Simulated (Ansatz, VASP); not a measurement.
Ba8Ti8O25 in VASP and in Ansatz

```
Ba Ti O
1.0
     7.99960    0.00000    0.00000
     0.00000    7.99960    0.00000
     0.00000    0.00000    8.03600
Ba Ti O
8 8 25
Direct
  0.00113 0.99772 0.00204
  0.00044 0.99582 0.50839
  0.00313 0.49673 0.00254
  0.01513 0.49444 0.51688
  0.49709 0.99883 0.00294
  0.49614 0.99577 0.50784
  0.49256 0.49809 0.99944
  0.48633 0.49616 0.51266
  0.26017 0.25311 0.24853
  0.24396 0.23878 0.75040
  0.23916 0.75581 0.24816
  0.24384 0.74323 0.75135
  0.76090 0.22972 0.24623
  0.74267 0.24072 0.74547
  0.73886 0.75863 0.24464
  0.74222 0.74224 0.75251
  0.24933 0.24715 0.01579
  0.24967 0.24578 0.51798
  0.25237 0.74754 0.01596
  0.25250 0.74829 0.51706
  0.74969 0.24022 0.01562
  0.74866 0.24614 0.51255
  0.75323 0.75939 0.01197
  0.75211 0.77925 0.53018
  0.24852 0.99275 0.26271
  0.25263 0.00215 0.76375
  0.24986 0.49159 0.26267
  0.25247 0.50310 0.76429
  0.74928 0.99476 0.26211
  0.75251 0.01054 0.76685
  0.74231 0.47441 0.20492
  0.75258 0.50495 0.76117
  0.99451 0.24280 0.26361
  0.00555 0.25162 0.76226
  0.00516 0.74737 0.25847
  0.00813 0.75184 0.76489
  0.49337 0.24078 0.26373
  0.50218 0.25204 0.76177
  0.50472 0.74835 0.25824
  0.50246 0.75236 0.76536
  0.75424 0.55399 0.36468
```

Alike in both runs: task single point; functional PBE; k mesh 2 × 2 × 2; occupations gaussian, width 0.05 eV; collinear spin.

|  | VASP | Ansatz |
| --- | --- | --- |
| version | VASP 6.6.1 | Ansatz 0.2.0 |
| potentials or method | VASP PAW PBE potentials, release 64 (Ba_sv, Ti_sv, O), cutoff 520 eV | scalar-relativistic, plane waves, PAW |
| valence electrons in the cell | 326 | 326 |

```csv
,VASP,Ansatz,Ansatz less VASP
gap on the k mesh at the Fermi level (eV),2.15,2.20,+0.051
rms of the force components (eV/Å),0.038,0.009,-0.0292
```

Atom by atom the forces differ by 0.036 eV/Å (rms over components). With one functional, cell and mesh, what is left measures potentials, basis and numerics.

Neither program's run includes spin-orbit coupling.
